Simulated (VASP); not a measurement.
Write the native input for VASP 6.6.1 that does the following.

- Task: single point
- Functional: PBE
- Potentials or basis: VASP PAW PBE potentials, release 64 (Mn_pv, O)
- Cutoff: 600 eV
- k mesh: 8 × 8 × 4
- Occupations: gaussian, width 0.05 eV
- Spin: collinear spin, ferrimagnetic start
- Starting moments: [2.89, -0.01, -0.01] μB
- Hubbard terms: Mn d U = 2.0 eV
- Dipole correction: no
- Further INCAR settings: ALGO = Normal; EDIFF = 1e-06; NBANDS = 24

The structure of MnO2 lies in POSCAR:

```
MnO2
1.0
    2.7513669000      0.0000000000      0.0000000000
   -1.3756834500      2.3827536300      0.0000000000
    0.0000000000      0.0000000000      4.4385258500
Mn O
1 2
Direct
    0.0000000000      0.0000000000      0.0000000000
    0.3333333333      0.6666666667      0.2520000000
    0.6666666667      0.3333333333      0.7480000000
```

These files were run (other wordings do the same):

INCAR

```
PREC = Accurate
ENCUT = 600
EDIFF = 1E-6
ISMEAR = 0
SIGMA = 0.05
LREAL = False
LASPH = True
NELM = 200
ALGO = Normal
ISIF = 2
LWAVE = False
LCHARG = False
ISPIN = 2
MAGMOM = 2.89 -0.01 -0.01
LORBIT = 11
LMAXMIX = 4
LDAU = True
LDAUTYPE = 2
LDAUL = 2 -1
LDAUU = 2 0
LDAUJ = 0 0
LDAUPRINT = 1
GGA = PE
NBANDS = 24
GGA_COMPAT = False
```

KPOINTS

```
regular mesh
0
Gamma
  8 8 4
```

Potentials or basis: VASP PAW PBE potentials, release 64 (Mn_pv, O).

Launch:

```sh
$ cat potpaw_PBE.64/Mn_pv/POTCAR potpaw_PBE.64/O/POTCAR > POTCAR
$ mpirun -np 1 vasp_std > vasp.out
```

Results of the run:

```
Pressure                                              : 3.9 GPa
Largest force                                         : 2.192 eV/Å
Band gap on the k mesh                                : 1.44 eV, indirect (least direct gap 1.77 eV)
Net moment                                            : 3.00 μB per cell
Site moments                                          : Mn +2.96; O -0.01 μB
Valence electrons inside the program's atomic spheres : Mn 11.69; O 4.96
```

Caveat: a cell with one magnetic atom can't hold antiferromagnetic order, which such compounds often take; forces of over 1 eV/Å act on the atoms, so gaps and moduli don't describe the material at rest.

Wall time 32 s on 1 thread of Intel(R) Xeon(R) Platinum 8375C CPU @ 2.90GHz (Ice Lake), on a shared host, peak memory 0.19 GiB.
